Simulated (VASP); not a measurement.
A run of VASP 6.6.1 is set up as follows.

The input POSCAR:

```
Rb
1.0
    0.0000000000      3.5764607064      3.5764607064
    3.5764607064      0.0000000000      3.5764607064
    3.5764607064      3.5764607064      0.0000000000
Rb
1
Direct
    0.0000000000      0.0000000000      0.0000000000
```

File INCAR.step1:

```
SYSTEM = Rb
  PREC = Accurate
  ENCUT = 400
  EDIFF = 1E-5
  ISMEAR = -1
  SIGMA = 0.1
  LREAL = .FALSE.
  LASPH = .TRUE.
  NELM = 120
  ALGO = Normal
  ISIF = 2
  LWAVE = .TRUE.
  LCHARG = .FALSE.
  GGA = PE
  NBANDS = 10
  GGA_COMPAT = .FALSE.
```

Contents of INCAR.step2:

```
SYSTEM = Rb
  PREC = Accurate
  ENCUT = 400
  EDIFF = 1E-6
  ISMEAR = -1
  SIGMA = 0.1
  LREAL = .FALSE.
  LASPH = .TRUE.
  NELM = 120
  ALGO = Normal
  ISIF = 2
  LWAVE = .FALSE.
  LCHARG = .FALSE.
  GGA = PE
  LHFCALC = .TRUE.
  HFSCREEN = 0.2079
  PRECFOCK = Normal
  ISTART = 1
  NBANDS = 10
  GGA_COMPAT = .FALSE.
```

Contents of KPOINTS:

```
regular mesh
0
G
  4 4 4
  0 0 0
```

Potentials or basis: VASP PAW PBE potentials, release 64 (Rb_sv).

Command:

```sh
$ cat potpaw_PBE.64/Rb_sv/POTCAR > POTCAR
$ cp INCAR.step1 INCAR
$ mpirun -np 1 vasp_std > vasp.out
$ cp INCAR.step2 INCAR
$ mpirun -np 1 vasp_std > vasp.out
```

(1) What does it give for the band gap on the k mesh?

(2) What does it give for the pressure?

## Answers

(1) zero (an odd number of electrons rules out a gap without spin polarisation).

(2) 0.1 GPa.

Caveat: the k points lie up to 0.38 Å⁻¹ apart, too coarse for converged energies and pressures of a metal; the PAW data sets were made with another functional, which shifts forces and pressure a little.
